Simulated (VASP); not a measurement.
## NaH: single point with HSE06

Crystal: NaH.

```
Na H
1.0
     0.02000    2.59692    2.59692
     2.59692    0.02000    2.59692
     2.61692    2.61692    0.00000
Na H
1 1
Direct
  0.00149 0.00149 0.99851
  0.24851 0.24851 0.25149
```

This cell differs from its parent crystal: shear xy strain +1.5%.

```
Program             : VASP 6.6.1
Task                : single point
Functional          : HSE06
Potentials or basis : VASP PAW PBE potentials, release 64 (Na_pv, H)
Cutoff              : 520 eV
k mesh              : 6 × 6 × 6
Occupations         : gaussian, width 0.01 eV
Spin                : no spin polarisation
```

The pressure is 0.1 GPa and the band gap on the k mesh is 4.60 eV (least direct gap 5.37 eV).

Stress tensor (GPa, compression positive):
```
 0.06 -0.21  0.00
-0.21  0.06  0.00
 0.00  0.00  0.06
```

Levels at points of the mesh, in eV from the valence-band top:
```csv
k point,band 1,band 2,band 3,band 4,band 5,band 6,band 7,band 8
"(0.00, 0.00, 0.00)",-24.24,-24.24,-24.24,-3.04,9.55,14.60,14.75,14.90
"(0.50, 0.00, 0.00)",-24.28,-24.24,-24.24,-0.72,4.67,12.01,13.85,13.96
"(0.50, 0.50, 0.00)",-24.28,-24.25,-24.25,-0.07,6.12,8.61,10.85,11.20
"(0.00, 0.00, 0.50)",-24.28,-24.24,-24.24,-0.77,4.60,12.07,13.98,14.09
"(0.50, 0.00, 0.50)",-24.28,-24.25,-24.25,-0.06,6.12,8.61,11.02,11.02
```

Run time: 38 min on 1 thread of Intel(R) Xeon(R) Platinum 8259CL CPU @ 2.50GHz (Skylake/Cascade Lake), with other jobs on the host, peak memory 0.27 GiB.

Caveat: the cell differs from its parent crystal (shear xy strain +1.5%); the PAW data sets were made with another functional, which shifts forces and pressure a little. A k mesh can miss the band edges.
